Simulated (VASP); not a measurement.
# Ir (Fm-3m) in VASP: a series of runs, part 2 of 2

VASP 6.6.1. The steps go on from the part before.

**4. Single point, PBE**

INCAR reads:

```
PREC = Accurate ; ENCUT = 520
EDIFF = 1E-6 ; ISMEAR = 0
SIGMA = 0.03 ; LREAL = False
LASPH = True ; NELM = 60
ALGO = Normal ; ISIF = 2
LWAVE = False ; LCHARG = True
GGA = PE ; LELF = True
LVHAR = True ; NBANDS = 10
```

KPOINTS reads:

```
regular mesh
0
Gamma
  14 14 14
```

POSCAR reads:

```
Ir
1.0
    0.0000000000      1.9360622002      1.9360622002
    1.9360622002      0.0000000000      1.9360622002
    1.9360622002      1.9360622002      0.0000000000
Ir
1
Direct
    0.0000000000      0.0000000000      0.0000000000
```

Potentials or basis: VASP PAW PBE potentials, release 64 (Ir).

The run is started by

```sh
$ cat potpaw_PBE.64/Ir/POTCAR > POTCAR
$ mpirun -np 1 vasp_std > vasp.out
```

OUTCAR:

```text
PREC = Accurate
   ENCUT = 520
   EDIFF = 1E-6
   ISMEAR = 0
   LREAL = False
   LASPH = True
   NELM = 60
   ISIF = 2
   GGA = PE

 ion  position               nearest neighbor table
   1  0.000  0.000  0.000-

  LATTYP: Found a face centered cubic cell.
 ALAT       =     3.8721244004

  Lattice vectors:

 A1 = (   0.0000000000,   1.9360622002,   1.9360622002)
 A2 = (   1.9360622002,   0.0000000000,   1.9360622002)
 A3 = (   1.9360622002,   1.9360622002,   0.0000000000)

Analysis of symmetry for initial positions (statically):
=====================================================================
 Subroutine PRICEL returns:
 Original cell was already a primitive cell.

 Routine SETGRP: Setting up the symmetry group for a
 face centered cubic supercell.

 Subroutine GETGRP returns: Found 48 space group operations
 (whereof 48 operations were pure point group operations)
 out of a pool of 48 trial point group operations.

The static configuration has the point symmetry O_h .

Analysis of symmetry for dynamics (positions and initial velocities):
=====================================================================
 Subroutine PRICEL returns:
 Original cell was already a primitive cell.

 Routine SETGRP: Setting up the symmetry group for a
 face centered cubic supercell.

 Subroutine GETGRP returns: Found 48 space group operations
 (whereof 48 operations were pure point group operations)
 out of a pool of 48 trial point group operations.

The dynamic configuration has the point symmetry O_h .

 Subroutine INISYM returns: Found 48 space group operations
 (whereof 48 operations are pure point group operations),
 and found     1 'primitive' translations

----------------------------------------------------------------------------------------

                                     Primitive cell

  volume of cell :      14.5140

  direct lattice vectors                    reciprocal lattice vectors
     0.000000000  1.936062200  1.936062200    -0.258256166  0.258256166  0.258256166
     1.936062200  0.000000000  1.936062200     0.258256166 -0.258256166  0.258256166
     1.936062200  1.936062200  0.000000000     0.258256166  0.258256166 -0.258256166

  length of vectors
     2.738005421  2.738005421  2.738005421     0.447312800  0.447312800  0.447312800

  position of ions in fractional coordinates (direct lattice)
     0.000000000  0.000000000  0.000000000

  ion indices of the primitive-cell ions
   primitive index   ion index
                 1           1

----------------------------------------------------------------------------------------

 KPOINTS: regular mesh

Automatic generation of k-mesh.
 Grid dimensions read from file:
 generate k-points for:   14   14   14

 Generating k-lattice:

  Cartesian coordinates                     Fractional coordinates (reciprocal lattice)
    -0.018446869  0.018446869  0.018446869     0.071428571  0.000000000  0.000000000
     0.018446869 -0.018446869  0.018446869     0.000000000  0.071428571  0.000000000
     0.018446869  0.018446869 -0.018446869     0.000000000  0.000000000  0.071428571

  Length of vectors
     0.031950914  0.031950914  0.031950914

  Shift w.r.t. Gamma in fractional coordinates (k-lattice)
     0.000000000  0.000000000  0.000000000

 Subroutine IBZKPT returns following result:
 ===========================================

 Found    104 irreducible k-points:

 Following reciprocal coordinates:
            Coordinates               Weight
  0.000000  0.000000  0.000000      1.000000
  0.071429  0.000000  0.000000      8.000000
  0.142857  0.000000  0.000000      8.000000
  0.214286  0.000000  0.000000      8.000000
  0.285714  0.000000  0.000000      8.000000
  0.357143  0.000000  0.000000      8.000000
[... 16 lines left out ...]
  0.214286  0.142857  0.000000     24.000000
  0.285714  0.142857  0.000000     24.000000
 [... further k-points ...]
   k-points           NKPTS =    104   k-points in BZ     NKDIM =    104   number of bands    NBANDS=     10
   number of dos      NEDOS =    301   number of ions     NIONS =      1
   total plane-waves  NPLWV =   8000
   dimension x,y,z NGX =    20 NGY =   20 NGZ =   20
   dimension x,y,z NGXF=    40 NGYF=   40 NGZF=   40
   ions per type =               1
   NGX,Y,Z   is equivalent  to a cutoff of  12.14, 12.14, 12.14 a.u.
   NGXF,Y,Z  is equivalent  to a cutoff of  24.29, 24.29, 24.29 a.u.
 SYSTEM =  unknown system
   PREC   = accura    normal or accurate (medium, high low for compatibility)
   ISTART =      0    job   : 0-new  1-cont  2-samecut
   ICHARG =      2    charge: 1-file 2-atom 10-const
   ISPIN  =      1    spin polarized calculation?
   LNONCOLLINEAR =      F non collinear calculations
   LSORBIT =      F    spin-orbit coupling
   LASPH  =      T    aspherical Exc in radial PAW
   ENCUT  =  520.0 eV  38.22 Ry    6.18 a.u.   5.09  5.09  5.09*2*pi/ulx,y,z
   NELM   =     60;   NELMIN=  2; NELMDL= -5     # of ELM steps
   EDIFF  = 0.1E-05   stopping-criterion for ELM
   LREAL  =      F    real-space projection
   EDIFFG = 0.1E-04   stopping-criterion for IOM
   NSW    =      0    number of steps for IOM
   IBRION =     -1    ionic relax: 0-MD 1-quasi-New 2-CG
   NFREE  =      0    steps in history (QN), initial steepest desc. (CG)
   ISIF   =      2    stress and relaxation
   ISYM   =      2    0-nonsym 1-usesym 2-fastsym
   POTIM  = 0.5000    time-step for ionic-motion
   TEBEG  =    0.0;   TEEND  =   0.0 temperature during run
   PSTRESS=    0.0 pullay stress
   NELECT =       9.0000    total number of electrons
   NUPDOWN=      -1.0000    fix difference up-down
   EMIN   =  10.00;   EMAX   =-10.00  energy-range for DOS
   EFERMI =   0.00;   METHOD = LEGACY
   ISMEAR =     0;   SIGMA  =   0.03  broadening in eV -4-tet -1-fermi 0-gaus
   EFERMI_NEDOS =   21; number of points for ismear=-14 and -15
   IALGO  =     38    algorithm
   IMIX   =      4    mixing-type and parameters
     AMIX     =   0.40;   BMIX     =  1.00
     AMIX_MAG =   1.60;   BMIX_MAG =  1.00
  volume/ion in A,a.u.               =      14.51        97.95
  Fermi-wavevector in a.u.,A,eV,Ry     =   1.396024  2.638104 26.516181  1.948884
  Thomas-Fermi vector in A             =   2.519419
   LORBIT       =      0    0 simple, 1 ext, 2 COOP (PROOUT), +10 PAW based schemes
   GGA     = PE    functional components
   LHFCALC =     F    Hartree Fock is set to
   AEXX    =    0.0000 exact exchange contribution
   IVDW    =     0    specifies the selected vdW correction
   LEPSILON=     F    determine dielectric tensor
   LRPA    =     F    only Hartree local field effects (RPA)
 non-spin polarized calculation
 Gauss-broadening in eV      SIGMA  =   0.03
  energy-cutoff  :      520.00
  volume of cell :       14.51
 maximum number of plane-waves:       399
   NGX = 11   NGY = 11   NGZ = 11

 number of electron       9.0000000 magnetization

 Free energy of the ion-electron system (eV)
  ---------------------------------------------------
  ext. energy  EPLUGINS =         0.00000000
  ---------------------------------------------------
  free energy    TOTEN  =        -8.83907124 eV

  energy without entropy =       -8.83785750  energy(sigma->0) =       -8.83846437

 E-fermi :   9.8590     XC(G=0): -13.8362

 val. band max:        9.8535756950   @ k =   0.4286   0.2857   0.0714
 cond. band min:       9.8620508257   @ k =   0.5000   0.3571   0.1429
 fundamental gap:      0.0084751307
 Fermi energy:         9.8589656471

 k-point     1 :       0.0000    0.0000    0.0000
  band No.  band energies     occupation
      1      -0.8782      2.00000
      2       6.2294      2.00000
      3       6.2294      2.00000
      4       6.2294      2.00000
      5       8.8109      2.00000
      6       8.8109      2.00000
      7      24.3399      0.00000
      8      29.7758      0.00000
      9      29.7758      0.00000
     10      29.7758      0.00000

 k-point     2 :       0.0714    0.0000    0.0000
  band No.  band energies     occupation
      1      -0.6581      2.00000
      2       6.1153      2.00000
      3       6.3232      2.00000
      4       6.3232      2.00000
      5       8.7526      2.00000
      6       8.7526      2.00000
      7      24.7135      0.00000
      8      28.6546      0.00000
      9      30.1336      0.00000
     10      30.1336      0.00000
[... 274 lines left out ...]
 k-point    24 :       0.2857    0.1429    0.0000
  band No.  band energies     occupation
      1       1.8127      2.00000
      2       4.9333      2.00000
      3       6.5923      2.00000
      4       7.3042      2.00000
      5       8.5964      2.00000
      6       9.7211      2.00000
      7      24.7090      0.00000
      8      27.6375      0.00000
      9      29.6365      0.00000
     10      30.7148      0.00000

 [... further k-points ...]
[... 5 lines left out ...]
  --------------------------------------------------------------------------------------
  -------------------------------------------------------------------------------------
  Total        0.0248331      0.0248331      0.0248331      0.0000000      0.0000000      0.0000000
  in kB        2.7412775      2.7412775      2.7412775      0.0000000      0.0000000      0.0000000
  external PRESSURE =       2.7412775 kB  Pullay stress =       0.0000000 kB

 VOLUME and BASIS-vectors are now :
 -----------------------------------------------------------------------------
  energy-cutoff  :      520.00
  volume of cell :       14.51
      direct lattice vectors                 reciprocal lattice vectors
     0.000000000  1.936062200  1.936062200    -0.258256166  0.258256166  0.258256166
     1.936062200  0.000000000  1.936062200     0.258256166 -0.258256166  0.258256166
     1.936062200  1.936062200  0.000000000     0.258256166  0.258256166 -0.258256166

 POSITION                                       TOTAL-FORCE (eV/Angst)
 -----------------------------------------------------------------------------------
      0.00000      0.00000      0.00000         0.000000      0.000000     -0.000000
 -----------------------------------------------------------------------------------
    total drift:                                0.000000     -0.000000     -0.000000

  FREE ENERGIE OF THE ION-ELECTRON SYSTEM (eV)
  ---------------------------------------------------
  free  energy   TOTEN  =        -8.8390712365 eV

  energy  without entropy=       -8.8378575020  energy(sigma->0) =       -8.83846437
```

OSZICAR:

```text
N       E                     dE             d eps       ncg     rms          rms(c)
DAV:   1     0.471767059720E+02    0.47177E+02   -0.44097E+03  2096   0.819E+02
DAV:   2    -0.849326383834E+01   -0.55670E+02   -0.52993E+02  2110   0.195E+02
DAV:   3    -0.940371608259E+01   -0.91045E+00   -0.90895E+00  2454   0.306E+01
DAV:   4    -0.941163497986E+01   -0.79189E-02   -0.79179E-02  2322   0.262E+00
DAV:   5    -0.941180111691E+01   -0.16614E-03   -0.16614E-03  2384   0.364E-01    0.142E+01
DAV:   6    -0.892860799139E+01    0.48319E+00   -0.87790E-01  2324   0.114E+01    0.571E+00
DAV:   7    -0.884505087452E+01    0.83557E-01   -0.26408E-01  2478   0.576E+00    0.152E+00
DAV:   8    -0.884345338674E+01    0.15975E-02   -0.19916E-03  2254   0.444E-01    0.129E+00
DAV:   9    -0.883906785368E+01    0.43855E-02   -0.28305E-03  2328   0.744E-01    0.403E-02
DAV:  10    -0.883906695185E+01    0.90183E-06   -0.19264E-05  2906   0.459E-02    0.226E-02
DAV:  11    -0.883907128772E+01   -0.43359E-05   -0.19567E-06  2242   0.123E-02    0.217E-03
DAV:  12    -0.883907123654E+01    0.51176E-07   -0.25446E-08  1134   0.189E-03
   1 F= -.88390712E+01 E0= -.88384644E+01  d E =-.121373E-02
```

stdout:

```text
POSCAR found type information on POSCAR Ir
 POSCAR found :  1 types and       1 ions
 scaLAPACK will be used
 LDA part: xc-table for (Slater+PW92), standard interpolation
 POSCAR, INCAR and KPOINTS ok, starting setup
 FFT: planning ... GRIDC
 FFT: planning ... GRID_SOFT
 FFT: planning ... GRID
 WAVECAR not read
 entering main loop
```

Run time: 25 s. Hardware: 1 thread of Intel Xeon 8259CL, shared host; peak memory 0.14 GiB.

What came out:

```
Free energy : -8.8391 eV
Pressure    : 0.3 GPa
```

Levels at points of the mesh, in eV from the Fermi level:
| k point | band 2 | band 3 | band 4 | band 5 | band 6 | band 7 |
| --- | --- | --- | --- | --- | --- | --- |
| (0.00, 0.00, 0.00) | -3.63 | -3.63 | -3.63 | -1.05 | -1.05 | 14.48 |
| (0.50, 0.00, 0.00) | -3.73 | -3.73 | -0.59 | 0.96 | 0.96 | 7.11 |
| (0.50, 0.50, 0.00) | -6.96 | 0.93 | 1.51 | 1.51 | 1.81 | 10.27 |

Caveat: spin-orbit coupling is left out, which moves the levels of the heavy elements.

**5. Single point, PBE**

INCAR reads:

```
  PREC = Accurate
  ENCUT = 520
  EDIFF = 1E-6
  ISMEAR = 0
  SIGMA = 0.1
  LREAL = False
  LASPH = True
  NELM = 60
  ALGO = Normal
  ISIF = 2
  LWAVE = False
  LCHARG = False
  GGA = PE
  NBANDS = 10
```

KPOINTS reads:

```
Automatic mesh
0
Gamma
  14 14 14
```

POSCAR is that of step 4.

The run is started by

```sh
$ cat potpaw_PBE.64/Ir/POTCAR > POTCAR
$ mpirun -np 1 vasp_std > vasp.out
```

Wall time 20 s (1 thread of Intel Xeon 8259CL, shared host); peak memory 0.14 GiB.

Results (log left out):

```
Free energy : -8.8434 eV
Pressure    : 0.3 GPa
```

Levels at points of the mesh, in eV from the Fermi level:
| k point | band 1 | band 2 | band 3 | band 4 | band 5 | band 6 | band 7 | band 8 |
| --- | --- | --- | --- | --- | --- | --- | --- | --- |
| (0.00, 0.00, 0.00) | -10.74 | -3.63 | -3.63 | -3.63 | -1.05 | -1.05 | 14.48 | 19.91 |
| (0.50, 0.00, 0.00) | -7.73 | -3.73 | -3.73 | -0.59 | 0.95 | 0.95 | 7.11 | 14.01 |
| (0.50, 0.50, 0.00) | -7.52 | -6.96 | 0.92 | 1.51 | 1.51 | 1.81 | 10.27 | 11.69 |

Caveat: spin-orbit coupling is left out, which moves the levels of the heavy elements.

**6. Overview**

```csv
smearing,gap on the mesh (eV),pressure (GPa)
fermi-dirac 1 eV,none,24.7
gaussian 0.01 eV,none,0.3
gaussian 0.03 eV,none,0.3
gaussian 0.1 eV,none,0.3
```

Alike in all rows: task single point; level PBE; potentials or basis VASP PAW PBE potentials, release 64 (Ir); no spin polarisation; cell as given; k mesh 14 × 14 × 14; cutoff (eV) 520.

Every run on the cell as given and a fine mesh finds a metal.

Caveats: spin-orbit coupling is left out, which moves the levels of the heavy elements.

Absolute energies hang on the potentials; compare differences alone.
